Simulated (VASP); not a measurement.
Here is a VASP 6.6.1 calculation.

Contents of INCAR:

```
ALGO = Normal
EDIFF = 1E-6
ENCUT = 520
GGA = PE
ISIF = 2
ISMEAR = -1
LASPH = True
LCHARG = False
LREAL = False
LWAVE = False
NBANDS = 20
NELM = 100
PREC = Accurate
SIGMA = 0.05
```

The input KPOINTS:

```
k-points
0
Gamma
  14 14 7
```

Contents of POSCAR:

```
AgRh
1.0
    2.7775881998      0.0000000000      0.0000000000
   -1.3887940999      2.4054619423      0.0000000000
    0.0000000000      0.0000000000      4.8086020000
Ag Rh
1 1
Direct
    0.0000000000      0.0000000000      0.5000000000
    0.6666666667      0.3333333333      0.0000000000
```

Potentials or basis: VASP PAW PBE potentials, release 64 (Ag, Rh_pv).

The run is started by

```sh
$ cat potpaw_PBE.64/Ag/POTCAR potpaw_PBE.64/Rh_pv/POTCAR > POTCAR
$ mpirun -np 1 vasp_std > vasp.out
```

Q: Estimate the pressure.

A: -2.4 GPa.

Q: Estimate the band gap on the k mesh.

A: Zero (band 13 reaches 9.95 eV, above the bottom of band 14 at 8.64 eV).

Stress tensor (GPa, compression positive):
```
-2.16  0.00  0.00
 0.00 -2.16  0.00
 0.00  0.00 -2.91
```
